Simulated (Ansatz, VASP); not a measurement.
**WO in VASP and in Ansatz**

```xyz
2
Lattice="2.9279 0.0000 0.0000 0.0000 2.9279 0.0000 0.0000 0.0000 2.9279" Properties=species:S:1:pos:R:3 pbc="T T T"
W     0.0000    0.0000    0.0000
O     1.4639    1.4639    1.4639
```

Alike in both runs: task relaxation of cell and atoms; functional PBE; k mesh 14 × 14 × 14; occupations gaussian, width 0.1 eV; collinear spin; Hubbard terms W d U = 6.2 eV.

|  | VASP | Ansatz |
| --- | --- | --- |
| version | VASP 6.6.1 | Ansatz 0.2.0 |
| potentials or method | VASP PAW PBE potentials, release 64 (W_sv, O), cutoff 600 eV | scalar-relativistic, plane waves, PAW |
| valence electrons in the cell | 20 | 20 |

```tsv
	VASP	Ansatz	Ansatz less VASP
gap on the k mesh at the Fermi level, each at its own relaxed structure (eV)	none	none	-
net moment per atom (μB)	0.61	1.99	+1.382
size of the moment on the site where the two differ most (μB)	0.98	3.00	+2.019
relaxed volume (Å³/atom)	11.94	14.55	+2.606
relaxed cell length with the largest relative difference (Å)	2.880	3.076	+0.1958
```

The net moments are unlike, so the other rows may belong to different states. Site moments also hang on the region over which each program counts them. The programs project onto different local orbitals, so the same U acts differently, and such runs can settle in different states. A gap of «none» marks a metal or a gap that the smearing closes. Ansatz's warnings: filled band counts differ across k points.

Neither program's run includes spin-orbit coupling.
